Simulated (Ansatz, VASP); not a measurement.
**Two plane-wave programs on C**

Contents of INCAR:

```
ALGO = Normal
EDIFF = 1E-6
ENCUT = 520
GGA = PS
ISIF = 2
ISMEAR = 0
LASPH = True
LCHARG = True
LELF = True
LREAL = False
LVHAR = True
LWAVE = False
NBANDS = 16
NELM = 60
PREC = Accurate
SIGMA = 0.01
```

The input KPOINTS:

```
k-points
0
Gamma
  9 9 6
```

File POSCAR:

```
C
1.0
    2.4612466108      0.0000000000      0.0000000000
   -1.2306233054      2.1315020900      0.0000000000
    0.0000000000      0.0000000000      4.1625105851
C
4
Direct
    0.3333333333      0.6666666667      0.0000560326
    0.6666666667      0.3333333333      0.5000560326
    0.3333333333      0.6666666667      0.3739439674
    0.6666666667      0.3333333333      0.8739439674
```

Input for Ansatz:

```yaml
crystal:
  lattice:
    - [2.4612466108, 0.0, 0.0]
    - [-1.2306233054, 2.13150209, 0.0]
    - [0.0, 0.0, 4.1625105851]
  atoms:
    - { symbol: C, position: [0.3333333333, 0.6666666667, 5.60326e-05] }
    - { symbol: C, position: [0.6666666667, 0.3333333333, 0.5000560326] }
    - { symbol: C, position: [0.3333333333, 0.6666666667, 0.3739439674] }
    - { symbol: C, position: [0.6666666667, 0.3333333333, 0.8739439674] }
basis:
  ecutwfc: 600.0
kpoints:
  mp_grid: { grid: [9, 9, 6] }
  band_path:
    path:
      - [0.0, 0.0, 0.0]
      - [0.0, 0.0, 0.0]
      - [0.0, 0.0, 0.0]
      - [0.0, 0.0, 0.0]
      - [0.0, 0.0, 0.0]
      - [0.0, 0.0, 0.0]
      - [0.0, 0.0, 0.0]
      - [0.0, 0.0, 0.0]
      - [0.0, 0.0, 0.0]
      - [0.0, 0.0, 0.0]
      - [0.0, 0.0, 0.0]
      - [0.0, 0.0, 0.0]
      - [0.0, 0.0, 0.0]
      - [0.0, 0.0, 0.0]
      - [0.0, 0.0, 0.0]
      - [0.0, 0.0, 0.0]
      - [0.0, 0.0, 0.0]
      - [0.0, 0.0, 0.0]
      - [0.0, 0.0, 0.0]
      - [0.0, 0.0, 0.0]
      - [0.0, 0.0, 0.0]
      - [0.0, 0.0, 0.0]
      - [0.0, 0.0, 0.0]
      - [0.0, 0.0, 0.0]
      - [0.0, 0.0, 0.0]
      - [0.0, 0.0, 0.0]
      - [0.3, 0.0, 0.0]
      - [0.3166666667, 0.0, 0.0]
      - [0.3333333333, 0.0, 0.0]
      - [0.35, 0.0, 0.0]
      - [0.3666666667, 0.0, 0.0]
      - [0.3833333333, 0.0, 0.0]
      - [0.4, 0.0, 0.0]
      - [0.4166666667, 0.0, 0.0]
      - [0.4333333333, 0.0, 0.0]
      - [0.45, 0.0, 0.0]
      - [0.4666666667, 0.0, 0.0]
      - [0.4833333333, 0.0, 0.0]
      - [0.5, 0.0, 0.0]
      - [0.5, 0.0, 0.0]
      - [0.5, 0.0, 0.0416666667]
      - [0.5, 0.0, 0.0833333333]
      - [0.5, 0.0, 0.125]
      - [0.5, 0.0, 0.1666666667]
      - [0.5, 0.0, 0.2083333333]
      - [0.5, 0.0, 0.25]
      - [0.5, 0.0, 0.2916666667]
      - [0.5, 0.0, 0.3333333333]
      - [0.5, 0.0, 0.375]
      - [0.5, 0.0, 0.4166666667]
      - [0.5, 0.0, 0.4583333333]
      - [0.5, 0.0, 0.5]
      - [0.3333333333, 0.3333333333, 0.0]
      - [0.3333333333, 0.3333333333, 0.0]
      - [0.3333333333, 0.3333333333, 0.0]
      - [0.3333333333, 0.3333333333, 0.0]
      - [0.3333333333, 0.3333333333, 0.0]
      - [0.3333333333, 0.3333333333, 0.0]
      - [0.3333333333, 0.3333333333, 0.0]
      - [0.3333333333, 0.3333333333, 0.0]
      - [0.3333333333, 0.3333333333, 0.0]
      - [0.3333333333, 0.3333333333, 0.0]
      - [0.3333333333, 0.3333333333, 0.0]
      - [0.3333333333, 0.3333333333, 0.0]
      - [0.3333333333, 0.3333333333, 0.0]
      - [0.0, 0.0, 0.5]
      - [0.0, 0.0, 0.5]
      - [0.0, 0.0, 0.5]
      - [0.0, 0.0, 0.5]
      - [0.0, 0.0, 0.5]
      - [0.0, 0.0, 0.5]
      - [0.0, 0.0, 0.5]
      - [0.0, 0.0, 0.5]
      - [0.0, 0.0, 0.5]
      - [0.0, 0.0, 0.5]
      - [0.0, 0.0, 0.5]
      - [0.0, 0.0, 0.5]
      - [0.0, 0.0, 0.5]
    npoints: 1
hamiltonian:
  xc: pbesol
  pseudopotentials: { kind: paw, azcp: { folder: soft_1 } }
scf:
  occupations: { method: fixed }
  n_extra_bands: 6
output:
  eigenvalues: true
```

Alike in both runs: task single point; functional PBEsol; k mesh 9 × 9 × 6; no spin polarisation.

|  | VASP | Ansatz |
| --- | --- | --- |
| version | VASP 6.6.1 | Ansatz 0.2.0 |
| potentials or method | VASP PAW PBE potentials, release 64 (C), cutoff 520 eV | scalar-relativistic, plane waves, PAW |
| occupations | gaussian, width 0.01 eV | fixed |
| valence electrons in the cell | 16 | 16 |

```tsv
	VASP	Ansatz	Ansatz less VASP
gap on the k mesh at the Fermi level (eV)	2.87	2.89	+0.021
least direct gap on the mesh (eV)	4.95	4.96	+0.003
```

VASP's potentials were made for PBE, not for PBEsol, and Ansatz warns of the same on its side.
